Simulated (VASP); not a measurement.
# Ru (P6_3/mmc) in VASP: vibrations by perturbation theory with PBE

Aim: the vibrations by perturbation theory of Ru with PBE.

Program: VASP 6.6.1. These are calculated values, not measurements. Logs are shortened: lines on timing, memory, paths and dates and some standing lists are left out, and cuts for length are marked.

### 1 The cell of the first run

Symmetry: P6_3/mmc, No. 194, hexagonal system. The conventional cell has a = 2.722 Å, b = 2.722 Å, c = 4.297 Å, α = 90.00°, β = 90.00°, γ = 120.00°. Ru (site symmetry -6m2) has 12 Ru at 2.66 to 2.72 Å within 3.5 Å.

### 2 Vibrations by perturbation theory, PBE

INCAR reads:

```
  ALGO = Fast
  EDIFF = 1E-8
  ENCUT = 520
  GGA = PE
  IBRION = 8
  ISIF = 2
  ISMEAR = -1
  LASPH = T
  LCHARG = F
  LREAL = F
  LWAVE = F
  NBANDS = 21
  NELM = 100
  NSW = 1
  PREC = Accurate
  SIGMA = 0.15
```

KPOINTS reads:

```
k-points
0
Gamma
  15 15 8
```

POSCAR reads:

```
Ru
1.0
    2.7220029874      0.0000000000      0.0000000000
   -1.3610014937      2.3573237362      0.0000000000
    0.0000000000      0.0000000000      4.2969005178
Ru
2
Direct
    0.3333333333      0.6666666667      0.2500000000
    0.6666666667      0.3333333333      0.7500000000
```

Potentials or basis: VASP PAW PBE potentials, release 64 (Ru_pv).

Command:

```console
> cat potpaw_PBE.64/Ru_pv/POTCAR > POTCAR
> mpirun -np 1 vasp_std > vasp.out
```

OUTCAR:

```text
EDIFF = 1E-8
   ENCUT = 520
   GGA = PE
   IBRION = 8
   ISIF = 2
   ISMEAR = -1
   LASPH = T
   LREAL = F
   NELM = 100
   NSW = 1
   PREC = Accurate

 ion  position               nearest neighbor table
   1  0.333  0.667  0.250-   2 2.66   2 2.66   2 2.66   2 2.66   2 2.66   2 2.66
   2  0.667  0.333  0.750-   1 2.66   1 2.66   1 2.66   1 2.66   1 2.66   1 2.66

  LATTYP: Found a hexagonal cell.
 ALAT       =     2.7220029874
 C/A-ratio  =     1.5785803828

  Lattice vectors:

 A1 = (   2.7220029874,   0.0000000000,   0.0000000000)
 A2 = (  -1.3610014937,   2.3573237362,   0.0000000000)
 A3 = (   0.0000000000,   0.0000000000,   4.2969005178)

Analysis of symmetry for initial positions (statically):
=====================================================================
 Subroutine PRICEL returns:
 Original cell was already a primitive cell.

 Routine SETGRP: Setting up the symmetry group for a
 hexagonal supercell.

 Subroutine GETGRP returns: Found 24 space group operations
 (whereof 12 operations were pure point group operations)
 out of a pool of 24 trial point group operations.

The static configuration has the point symmetry D_3d.
 The point group associated with its full space group is D_6h.

Analysis of symmetry for dynamics (positions and initial velocities):
=====================================================================
 Subroutine PRICEL returns:
 Original cell was already a primitive cell.

 Routine SETGRP: Setting up the symmetry group for a
 hexagonal supercell.

 Subroutine GETGRP returns: Found 24 space group operations
 (whereof 12 operations were pure point group operations)
 out of a pool of 24 trial point group operations.

The dynamic configuration has the point symmetry D_3d.
 The point group associated with its full space group is D_6h.

 Subroutine INISYM returns: Found 24 space group operations
 (whereof 12 operations are pure point group operations),
[... 739 lines left out ...]
  external PRESSURE =      -0.6190221 kB  Pullay stress =       0.0000000 kB

 VOLUME and BASIS-vectors are now :
 -----------------------------------------------------------------------------
  energy-cutoff  :      520.00
  volume of cell :       27.57
      direct lattice vectors                 reciprocal lattice vectors
     2.722002987  0.000000000  0.000000000     0.367376526  0.212104936  0.000000000
    -1.361001494  2.357323736  0.000000000     0.000000000  0.424209872  0.000000000
     0.000000000  0.000000000  4.296900518     0.000000000  0.000000000  0.232725891

 POSITION                                       TOTAL-FORCE (eV/Angst)
 -----------------------------------------------------------------------------------
     -0.00000      1.57155      1.07423         0.000000      0.000000      0.000000
      1.36100      0.78577      3.22268        -0.000000     -0.000000      0.000000
 -----------------------------------------------------------------------------------
    total drift:                               -0.000000      0.000000     -0.000000

  FREE ENERGIE OF THE ION-ELECTRON SYSTEM (eV)
  ---------------------------------------------------
  free  energy   TOTEN  =       -18.5333304397 eV

  energy  without entropy=      -18.4082112366  energy(sigma->0) =      -18.47077084

[... ionic steps 2 to 3 ...]

--------------------------------------- Ionic step        4  -------------------------------------------

------------------------ aborting loop because EDIFF is reached ----------------------------------------

[... ionic steps 5 to 5 ...]

--------------------------------------- Ionic step        6  -------------------------------------------

 Free energy of the ion-electron system (eV)
  ---------------------------------------------------
  ---------------------------------------------------
  free energy    TOTEN  =        -0.74008713 eV

  energy without entropy =       -0.74008713

------------------------ aborting loop because EDIFF is reached ----------------------------------------

 INTERNAL STRAIN TENSOR  FOR ION    1  DIRECTION 3   (eV/Angst):
 -----------------------------------------------------------------------------
    -0.07391  0.00000 -0.00000
     0.00000 -0.07391  0.00000
     0.00000 -0.00000  0.15337

 INTERNAL STRAIN TENSOR FOR ION    2 for displacements in x,y,z  (eV/Angst):
          X           Y           Z          XY          YZ          ZX
  --------------------------------------------------------------------------------
  x     0.00000     0.00000     0.00000     2.75186     0.00000     0.00000
  y     2.75186    -2.75186     0.00000     0.00000     0.00000     0.00000
  z     0.00000     0.00000     0.00000     0.00000     0.00000     0.00000

 SECOND DERIVATIVES (NOT SYMMETRIZED)
 ------------------------------------
               1X          1Y          1Z          2X          2Y          2Z
  1X    -6.720160    0.000000    0.000000    6.720160    0.000000    0.000000
  1Y     0.000000   -6.720160    0.000000    0.000000    6.720160    0.000000
  1Z     0.000000   -0.000000  -11.497201   -0.000000    0.000000   11.497201
  2X     6.720160    0.000000    0.000000   -6.720160    0.000000    0.000000
  2Y     0.000000    6.720160    0.000000    0.000000   -6.720160    0.000000
  2Z    -0.000000    0.000000   11.497201    0.000000   -0.000000  -11.497201

 Eigenvectors and eigenvalues of the dynamical matrix
 ----------------------------------------------------

   1 f  =    7.456769 THz    46.852258 2PiTHz  248.731024 cm-1    30.838703 meV
             X         Y         Z           dx          dy          dz
     -0.000000  1.571549  1.074225    -0.000000    0.000000    0.707107
      1.361001  0.785775  3.222675     0.000000    0.000000   -0.707107
[... 21 lines left out ...]
   6 f  =    0.000000 THz     0.000000 2PiTHz    0.000000 cm-1     0.000000 meV
             X         Y         Z           dx          dy          dz
     -0.000000  1.571549  1.074225    -0.000000    0.000000    0.707107
      1.361001  0.785775  3.222675     0.000000    0.000000    0.707107

--------------------------------------------------------------------------------------------------------

 ELASTIC MODULI CONTR FROM IONIC RELAXATION (kBar)
 Direction    XX          YY          ZZ          XY          YZ          ZX
 --------------------------------------------------------------------------------
 XX         -65.4819     65.4819     -0.0000      0.0000      0.0000      0.0000
 YY          65.4819    -65.4819     -0.0000     -0.0000      0.0000      0.0000
 ZZ          -0.0000     -0.0000     -0.0000      0.0000      0.0000      0.0000
 XY           0.0000     -0.0000      0.0000    -65.4819      0.0000      0.0000
 YZ           0.0000      0.0000      0.0000      0.0000      0.0000      0.0000
 ZX           0.0000      0.0000      0.0000      0.0000      0.0000      0.0000
 --------------------------------------------------------------------------------
```

stdout:

```text
POSCAR found type information on POSCAR Ru
 POSCAR found :  1 types and       2 ions
 scaLAPACK will be used
 LDA part: xc-table for (Slater+PW92), standard interpolation
 POSCAR, INCAR and KPOINTS ok, starting setup
 FFT: planning ... GRIDC
 FFT: planning ... GRID_SOFT
 FFT: planning ... GRID
 WAVECAR not read
 entering main loop
 Linear response reoptimize wavefunctions to high precision
 Linear response DOF=           2
 Linear response progress:
 first order change of Fermi-energy  -0.29378E-05
 force on displaced ion       1 direction 1 :  -6.720   0.001   0.000
 Linear response progress:
 first order change of Fermi-energy   0.12233E-03
 force on displaced ion       1 direction 3 :   0.000  -0.000 -11.497
 Linear response finished
```

Wall time 22 min (1 thread of AMD EPYC 7R13, shared host); peak memory 0.62 GiB.

What came out:

```
Highest phonon frequency at Γ : 249 cm⁻¹
```

Phonon frequencies in cm⁻¹ (negative: imaginary):
```
              q point        frequencies
(0.000, 0.000, 0.000)  0 0 0 190 190 249
```
